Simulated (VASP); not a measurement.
**Si: relaxation of the atoms with PBE**

The system is Si.

```xyz
2
Lattice="0.0000 2.7136 2.7136 2.7136 0.0000 2.7136 2.7136 2.7136 0.0000" Properties=species:S:1:pos:R:3 pbc="T T T"
Si    4.0703    4.0703    4.0703
Si    2.7136    2.7136    2.7136
```

* Program: VASP 6.6.1
* Task: relaxation of the atoms
* Functional: PBE
* Potentials or basis: VASP PAW PBE potentials, release 64 (Si)
* Cutoff: 520 eV
* k mesh: 9 × 9 × 9
* Occupations: fermi-dirac, width 0.05 eV
* Spin: no spin polarisation
* Dipole correction: no
* Further INCAR settings: ALGO = Normal; EDIFF = 1e-06; IBRION = 2; EDIFFG = -0.02; NSW = 80

- Pressure after relaxing: 2.1 GPa
- Band gap on the k mesh: 0.58 eV (least direct gap 2.57 eV)

Final structure:
```xyz
2
Lattice="0.0000 2.7136 2.7136 2.7136 0.0000 2.7136 2.7136 2.7136 0.0000" Properties=species:S:1:pos:R:3 pbc="T T T"
Si    4.0703    4.0703    4.0703
Si    2.7136    2.7136    2.7136
```

Levels at points of the mesh, in eV from the valence-band top:
```tsv
k point	band 2	band 3	band 4	band 5	band 6	band 7
(0.00, 0.00, 0.00)	0.00	0.00	0.00	2.57	2.57	2.57
```

It took 19 s on 1 thread of Intel Xeon 8259CL, on a shared host, peak memory 0.16 GiB.

Caveat: the relaxation stopped at its first step, so nothing moved; an odd mesh through Γ misses points on the zone boundary, where band edges can lie.
